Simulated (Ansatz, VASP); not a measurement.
## Two plane-wave programs on As

```xyz
3
Lattice="4.9493 0.0000 0.0000 -2.4746 4.2862 0.0000 0.0000 0.0000 2.8826" Properties=species:S:1:pos:R:3 pbc="T T T"
As    4.9493    0.0000    0.0000
As    0.0000    2.8575    1.4413
As    2.4746    1.4287    1.4413
```

Alike in both runs: task single point; functional BLYP; k mesh 8 × 8 × 12; occupations fermi-dirac, width 0.1 eV; no spin polarisation.

|  | VASP | Ansatz |
| --- | --- | --- |
| version | VASP 6.6.1 | Ansatz 0.2.0 |
| potentials or method | VASP PAW PBE potentials, release 64 (As), cutoff 520 eV | plane waves (420 eV) with PAW, scalar-relativistic |
| valence electrons in the cell | 15 | 45 |

|  | VASP | Ansatz | Ansatz less VASP |
| --- | --- | --- | --- |
| pressure (GPa) | 3.0 | 2.8 | -0.26 |
| traceless stress, the component that is largest in VASP (GPa) | -0.37 | -0.36 | +0.004 |

VASP's potentials were made for PBE, not for BLYP. VASP's potentials hold 15 valence electrons a cell and Ansatz's 45, so a difference there can come from the potentials and not from the codes.
